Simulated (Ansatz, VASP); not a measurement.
## Two plane-wave programs on Sn

The input INCAR:

```
SYSTEM = Sn
ALGO = Normal
EDIFF = 1E-6
ENCUT = 520
GGA = PS
ISIF = 2
ISMEAR = -1
LASPH = .True.
LCHARG = .False.
LREAL = .False.
LWAVE = .False.
NBANDS = 13
NELM = 80
PREC = Accurate
SIGMA = 0.1
```

The input KPOINTS:

```
k-points
0
Gamma
  12 12 12
  0 0 0
```

Contents of POSCAR:

```
Sn
1.0
    3.1454049579      0.0000000000      0.0000000000
    0.0000000000      3.1454049579      0.0000000000
    0.0000000000      0.0000000000      3.1454049579
Sn
1
Direct
    0.0000000000      0.0000000000      0.0000000000
```

Input for Ansatz:

```yaml
crystal:
  lattice:
    - [3.1454049579, 0.0, 0.0]
    - [0.0, 3.1454049579, 0.0]
    - [0.0, 0.0, 3.1454049579]
  atoms:
    - { symbol: Sn, position: [0.0, 0.0, 0.0] }
hamiltonian:
  xc: pbesol
  pseudopotentials:
    kind: paw
    azcp:
      Sn: "pseudopotentials/Sn.paw.azcp"
basis:
  ecutwfc: 420
  fft_grid_basis: typed
kpoints:
  mp_grid: { grid: [12, 12, 12], shift: [0, 0, 0] }
magnetization:
  spin_polarized: false
scf:
  occupations: { method: fermi_dirac, width: 0.1 }
  lower_state_search: "off"
output:
  stress: true
```

Alike in both runs: task single point; functional PBEsol; k mesh 12 × 12 × 12; occupations fermi-dirac, width 0.1 eV; no spin polarisation.

```csv
,VASP,Ansatz
version,VASP 6.6.1,Ansatz 0.2.0
potentials or method,"VASP PAW PBE potentials, release 64 (Sn_d), cutoff 520 eV","plane waves (420 eV) with PAW, scalar-relativistic"
valence electrons in the cell,14,14
```

|  | VASP | Ansatz | Ansatz less VASP |
| --- | --- | --- | --- |
| pressure (GPa) | -4.5 | -4.5 | +0.03 |

VASP's potentials were made for PBE, not for PBEsol, and Ansatz warns of the same on its side. With one functional, cell and mesh, what is left measures potentials, basis and numerics.
